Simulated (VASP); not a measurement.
# CdSe (F-43m) in VASP: a series of runs

Runs on CdSe. Level: r2SCAN+D3(BJ). Tasks: single point.

Everything below comes from runs of VASP 6.6.1. Logs are shortened: lines on timing, memory, paths and dates and some standing lists are left out, and cuts for length are marked.

## (1) The cell of the first run

It takes space group F-43m (No. 216, cubic). Conventional cell: a = 6.015 Å, b = 6.015 Å, c = 6.015 Å, α = 90.00°, β = 90.00°, γ = 90.00°. Cd (site symmetry -43m) has 4 Se at 2.60 Å within 3.4 Å. Within 3.4 Å of Se (site symmetry -43m) lie 4 Cd at 2.60 Å.

## (2) Single point, r2SCAN+D3(BJ)

Contents of POSCAR:

```
CdSe
1.0
    0.0000000000      3.0075950161      3.0075950161
    3.0075950161      0.0000000000      3.0075950161
    3.0075950161      3.0075950161      0.0000000000
Cd Se
1 1
Direct
    0.0000000000      0.0000000000      0.0000000000
    0.2500000000      0.2500000000      0.2500000000
```

Contents of INCAR.step1:

```
SYSTEM = CdSe
PREC = Accurate ; ENCUT = 520
ISMEAR = -1 ; SIGMA = 0.05
LREAL = .False. ; LASPH = .True.
NELM = 80 ; NBANDS = 16
GGA = PE ; ALGO = Normal
EDIFF = 1E-4 ; LWAVE = .True.
LCHARG = .False.
```

Contents of INCAR.step2:

```
SYSTEM = CdSe
PREC = Accurate ; ENCUT = 520
EDIFF = 1E-6 ; ISMEAR = -1
SIGMA = 0.05 ; LREAL = .False.
LASPH = .True. ; NELM = 80
ALGO = Normal ; ISIF = 2
LWAVE = .False. ; LCHARG = .False.
METAGGA = R2SCAN ; LMIXTAU = .True.
IVDW = 12 ; VDW_S6 = 1.0
VDW_S8 = 0.78981345 ; VDW_A1 = 0.49484001
VDW_A2 = 5.73083694 ; NBANDS = 16
ISTART = 1
```

Contents of KPOINTS:

```
regular mesh
0
Gamma
  8 8 8
  0 0 0
```

Potentials or basis: VASP PAW PBE potentials, release 64 (Cd, Se).

Launch:

```sh
cat potpaw_PBE.64/Cd/POTCAR potpaw_PBE.64/Se/POTCAR > POTCAR
cp INCAR.step1 INCAR
mpirun -np 1 vasp_std > vasp.out
cp INCAR.step2 INCAR
mpirun -np 1 vasp_std > vasp.out
```

OUTCAR:

```text
SYSTEM = CdSe
   PREC = Accurate
   ENCUT = 520
   EDIFF = 1E-6
   ISMEAR = -1
   LREAL = .False.
   LASPH = .True.
   NELM = 80
   ISIF = 2
   METAGGA = R2SCAN
   IVDW = 12
   ISTART = 1
 IVDW          = 12

 ion  position               nearest neighbor table
   1  0.000  0.000  0.000-   2 2.60   2 2.60   2 2.60   2 2.60
   2  0.250  0.250  0.250-   1 2.60   1 2.60   1 2.60   1 2.60

  LATTYP: Found a face centered cubic cell.
 ALAT       =     6.0151900322

  Lattice vectors:

 A1 = (   0.0000000000,   3.0075950161,   3.0075950161)
 A2 = (   3.0075950161,   0.0000000000,   3.0075950161)
 A3 = (   3.0075950161,   3.0075950161,   0.0000000000)

Analysis of symmetry for initial positions (statically):
=====================================================================
 Subroutine PRICEL returns:
 Original cell was already a primitive cell.

 Routine SETGRP: Setting up the symmetry group for a
 face centered cubic supercell.

 Subroutine GETGRP returns: Found 24 space group operations
 (whereof 24 operations were pure point group operations)
 out of a pool of 48 trial point group operations.

The static configuration has the point symmetry T_d .

Analysis of symmetry for dynamics (positions and initial velocities):
=====================================================================
 Subroutine PRICEL returns:
 Original cell was already a primitive cell.

 Routine SETGRP: Setting up the symmetry group for a
 face centered cubic supercell.

 Subroutine GETGRP returns: Found 24 space group operations
 (whereof 24 operations were pure point group operations)
 out of a pool of 48 trial point group operations.

The dynamic configuration has the point symmetry T_d .

 Subroutine INISYM returns: Found 24 space group operations
 (whereof 24 operations are pure point group operations),
 and found     1 'primitive' translations

----------------------------------------------------------------------------------------

                                     Primitive cell

  volume of cell :      54.4112

  direct lattice vectors                    reciprocal lattice vectors
     0.000000000  3.007595016  3.007595016    -0.166245787  0.166245787  0.166245787
     3.007595016  0.000000000  3.007595016     0.166245787 -0.166245787  0.166245787
     3.007595016  3.007595016  0.000000000     0.166245787  0.166245787 -0.166245787

  length of vectors
     4.253381662  4.253381662  4.253381662     0.287946149  0.287946149  0.287946149

  position of ions in fractional coordinates (direct lattice)
     0.000000000  0.000000000  0.000000000
     0.250000000  0.250000000  0.250000000

  ion indices of the primitive-cell ions
   primitive index   ion index
                 1           1
                 2           2

----------------------------------------------------------------------------------------

 KPOINTS: regular mesh

Automatic generation of k-mesh.
 Grid dimensions read from file:
 generate k-points for:    8    8    8

 Generating k-lattice:

  Cartesian coordinates                     Fractional coordinates (reciprocal lattice)
    -0.020780723  0.020780723  0.020780723     0.125000000  0.000000000  0.000000000
     0.020780723 -0.020780723  0.020780723     0.000000000  0.125000000  0.000000000
     0.020780723  0.020780723 -0.020780723     0.000000000  0.000000000  0.125000000

  Length of vectors
     0.035993269  0.035993269  0.035993269

  Shift w.r.t. Gamma in fractional coordinates (k-lattice)
     0.000000000  0.000000000  0.000000000

 Subroutine IBZKPT returns following result:
 ===========================================

 Found     29 irreducible k-points:

 Following reciprocal coordinates:
            Coordinates               Weight
  0.000000  0.000000  0.000000      1.000000
  0.125000  0.000000  0.000000      8.000000
  0.250000  0.000000  0.000000      8.000000
  0.375000  0.000000  0.000000      8.000000
  0.500000  0.000000  0.000000      4.000000
  0.125000  0.125000  0.000000      6.000000
[... 16 lines left out ...]
  0.500000  0.250000  0.125000     48.000000
 -0.375000  0.250000  0.125000     24.000000
 [... further k-points ...]
   k-points           NKPTS =     29   k-points in BZ     NKDIM =     29   number of bands    NBANDS=     16
   number of dos      NEDOS =    301   number of ions     NIONS =      2
   total plane-waves  NPLWV =  32768
   dimension x,y,z NGX =    32 NGY =   32 NGZ =   32
   dimension x,y,z NGXF=    64 NGYF=   64 NGZF=   64
   ions per type =               1   1
   NGX,Y,Z   is equivalent  to a cutoff of  12.51, 12.51, 12.51 a.u.
   NGXF,Y,Z  is equivalent  to a cutoff of  25.01, 25.01, 25.01 a.u.
 SYSTEM =  CdSe
   PREC   = accura    normal or accurate (medium, high low for compatibility)
   ISTART =      1    job   : 0-new  1-cont  2-samecut
   ICHARG =      0    charge: 1-file 2-atom 10-const
   ISPIN  =      1    spin polarized calculation?
   LNONCOLLINEAR =      F non collinear calculations
   LSORBIT =      F    spin-orbit coupling
   LASPH  =      T    aspherical Exc in radial PAW
   ENCUT  =  520.0 eV  38.22 Ry    6.18 a.u.   7.91  7.91  7.91*2*pi/ulx,y,z
   NELM   =     80;   NELMIN=  2; NELMDL=  0     # of ELM steps
   EDIFF  = 0.1E-05   stopping-criterion for ELM
   LREAL  =      F    real-space projection
   EDIFFG = 0.1E-04   stopping-criterion for IOM
   NSW    =      0    number of steps for IOM
   IBRION =     -1    ionic relax: 0-MD 1-quasi-New 2-CG
   NFREE  =      0    steps in history (QN), initial steepest desc. (CG)
   ISIF   =      2    stress and relaxation
   ISYM   =      2    0-nonsym 1-usesym 2-fastsym
   POTIM  = 0.5000    time-step for ionic-motion
   TEBEG  =    0.0;   TEEND  =   0.0 temperature during run
   PSTRESS=    0.0 pullay stress
   NELECT =      18.0000    total number of electrons
   NUPDOWN=      -1.0000    fix difference up-down
   EMIN   =  10.00;   EMAX   =-10.00  energy-range for DOS
   EFERMI =   0.00;   METHOD = LEGACY
   ISMEAR =    -1;   SIGMA  =   0.05  broadening in eV -4-tet -1-fermi 0-gaus
   EFERMI_NEDOS =   21; number of points for ismear=-14 and -15
   IALGO  =     38    algorithm
   IMIX   =      4    mixing-type and parameters
     AMIX     =   0.40;   BMIX     =  1.00
     AMIX_MAG =   1.60;   BMIX_MAG =  1.00
  volume/ion in A,a.u.               =      27.21       183.59
  Fermi-wavevector in a.u.,A,eV,Ry     =   1.132234  2.139613 17.442050  1.281955
  Thomas-Fermi vector in A             =   2.268935
   LORBIT       =      0    0 simple, 1 ext, 2 COOP (PROOUT), +10 PAW based schemes
   METAGGA = R2SCAN    functional components
   LHFCALC =     F    Hartree Fock is set to
   AEXX    =    0.0000 exact exchange contribution
   IVDW    =    12    specifies the selected vdW correction
   LEPSILON=     F    determine dielectric tensor
   LRPA    =     F    only Hartree local field effects (RPA)
 non-spin polarized calculation
  energy-cutoff  :      520.00
  volume of cell :       54.41
 maximum number of plane-waves:      1477
   NGX = 15   NGY = 15   NGZ = 15

 number of electron      17.9999992 magnetization

 Free energy of the ion-electron system (eV)
  ---------------------------------------------------
  ext. energy  EPLUGINS =         0.00000000
  ---------------------------------------------------
  free energy    TOTEN  =       -35.87653105 eV

  energy without entropy =      -35.87653095  energy(sigma->0) =      -35.87653100

 E-fermi :   1.5342     XC(G=0):  -9.5894

 val. band max:        0.9168812862   @ k =   0.0000   0.0000   0.0000
 cond. band min:       2.0781156991   @ k =   0.0000   0.0000   0.0000
 fundamental gap:      1.1612344129
 Fermi energy:         1.5342180282

 k-point     1 :       0.0000    0.0000    0.0000
  band No.  band energies     occupation
      1     -12.3056      2.00000
      2      -7.3684      2.00000
      3      -7.3684      2.00000
      4      -7.3684      2.00000
      5      -6.9252      2.00000
      6      -6.9252      2.00000
[... 8 lines left out ...]
     15      12.6461      0.00000
     16      12.6461      0.00000

 k-point     2 :       0.1250    0.0000    0.0000
  band No.  band energies     occupation
      1     -12.2464      2.00000
      2      -7.3485      2.00000
      3      -7.3485      2.00000
      4      -7.3146      2.00000
      5      -6.9262      2.00000
      6      -6.9262      2.00000
[... 8 lines left out ...]
     15      11.8107      0.00000
     16      12.1176      0.00000

 k-point     3 :       0.2500    0.0000    0.0000
  band No.  band energies     occupation
      1     -12.1018      2.00000
      2      -7.3048      2.00000
      3      -7.3048      2.00000
      4      -7.1300      2.00000
      5      -6.9227      2.00000
      6      -6.9227      2.00000
[... 8 lines left out ...]
     15      11.5689      0.00000
     16      11.5820      0.00000

 k-point     4 :       0.3750    0.0000    0.0000
  band No.  band energies     occupation
      1     -11.9553      2.00000
      2      -7.2694      2.00000
      3      -7.2693      2.00000
      4      -6.9084      2.00000
      5      -6.9084      2.00000
      6      -6.8102      2.00000
[... 8 lines left out ...]
     15      12.5629      0.00000
     16      12.5629      0.00000
[... 324 lines left out ...]
 k-point    22 :       0.3750    0.2500    0.1250
  band No.  band energies     occupation
      1     -11.9947      2.00000
      2      -7.2572      2.00000
      3      -7.2334      2.00000
      4      -7.0659      2.00000
      5      -6.9172      2.00000
      6      -6.8760      2.00000
[... 8 lines left out ...]
     15      13.1866      0.00000
     16      14.4361      0.00000

 k-point    23 :       0.5000    0.2500    0.1250
  band No.  band energies     occupation
      1     -11.8786      2.00000
      2      -7.2217      2.00000
      3      -7.2023      2.00000
      4      -6.9800      2.00000
      5      -6.9003      2.00000
      6      -6.6664      2.00000
[... 8 lines left out ...]
     15      13.6459      0.00000
     16      14.2483      0.00000

 k-point    24 :      -0.3750    0.2500    0.1250
  band No.  band energies     occupation
      1     -11.8307      2.00000
      2      -7.2145      2.00000
      3      -7.1881      2.00000
      4      -6.9483      2.00000
      5      -6.9070      2.00000
      6      -6.4960      2.00000
[... 8 lines left out ...]
     15      13.2830      0.00000
     16      14.3537      0.00000

 [... further k-points ...]

------------------------ aborting loop because EDIFF is reached ----------------------------------------

 Edisp (eV)   -0.31877

 E8    (eV) :    -0.1073

  FORCE on cell =-STRESS in cart. coord.  units (eV):
  Direction    XX          YY          ZZ          XY          YZ          ZX
  --------------------------------------------------------------------------------------
  -------------------------------------------------------------------------------------
  Total       0.95838     0.95838     0.95838    -0.00000     0.00000     0.00000
  in kB      28.22008    28.22008    28.22008    -0.00000     0.00000     0.00000
  external pressure =       28.22 kB  Pullay stress =        0.00 kB

 VOLUME and BASIS-vectors are now :
 -----------------------------------------------------------------------------
  energy-cutoff  :      520.00
  volume of cell :       54.41
      direct lattice vectors                 reciprocal lattice vectors
     0.000000000  3.007595016  3.007595016    -0.166245787  0.166245787  0.166245787
     3.007595016  0.000000000  3.007595016     0.166245787 -0.166245787  0.166245787
     3.007595016  3.007595016  0.000000000     0.166245787  0.166245787 -0.166245787

 POSITION                                       TOTAL-FORCE (eV/Angst)
 -----------------------------------------------------------------------------------
      0.00000      0.00000      0.00000        -0.000000      0.000000      0.000000
      1.50380      1.50380      1.50380         0.000000     -0.000000     -0.000000
 -----------------------------------------------------------------------------------
    total drift:                               -0.000000     -0.000000     -0.000000

  FREE ENERGIE OF THE ION-ELECTRON SYSTEM (eV)
  ---------------------------------------------------
  free  energy   TOTEN  =       -36.1953031867 eV

  energy  without entropy=      -36.1953030904  energy(sigma->0) =      -36.19530314
```

It took 2.2 min on 1 thread of AMD EPYC 7R43 (Zen 3), shared host; peak memory 0.16 GiB.

Results:

* Free energy: -36.1953 eV
* Pressure: 2.8 GPa
* Band gap on the k mesh: 1.16 eV, direct
* Dispersion energy per atom: -0.159 eV

Caveat: the PAW data sets were made with another functional, which shifts forces and pressure a little. r2SCAN opens gaps a little over a GGA but as a rule still falls short of measured ones.

(Continued in part 2 of 2.)
